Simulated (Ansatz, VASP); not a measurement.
**Cu3B: VASP beside Ansatz**

```
CELL_PARAMETERS angstrom
2.58534 0.00000 0.00000
-1.29267 2.23897 0.00000
0.00000 0.00000 7.31178
ATOMIC_POSITIONS crystal
Cu 0.66667 0.33333 0.50000
Cu 0.33333 0.66667 0.20764
Cu 0.33333 0.66667 0.79236
B 0.66667 0.33333 0.00000
```

Change from the starting cell: species swapped into the GaAg3 type (P-6m2, No. 187).

Alike in both runs: task single point; functional PBE; k mesh 6 × 6 × 4; occupations gaussian, width 0.1 eV; no spin polarisation.

```csv
,VASP,Ansatz
version,VASP 6.6.1,Ansatz 0.2.0
potentials or method,"VASP PAW PBE potentials, release 64 (Cu, B), cutoff 600 eV","scalar-relativistic, plane waves, PAW"
valence electrons in the cell,36,60
```

```csv
,VASP,Ansatz,Ansatz less VASP
gap on the k mesh at the Fermi level (eV),none,none,-
pressure (GPa),1.8,0.6,-1.22
"traceless stress, the component that is largest in VASP (GPa)",-5.61,-5.64,-0.029
rms of the force components (eV/Å),0.029,0.040,+0.0116
```

Atom by atom the forces differ by 0.012 eV/Å (rms over components). A gap of «none» marks a metal or a gap that the smearing closes. VASP's potentials hold 36 valence electrons a cell and Ansatz's 60, so a difference there can come from the potentials and not from the codes.

The k mesh is coarse, so the values compare programs but aren't converged.
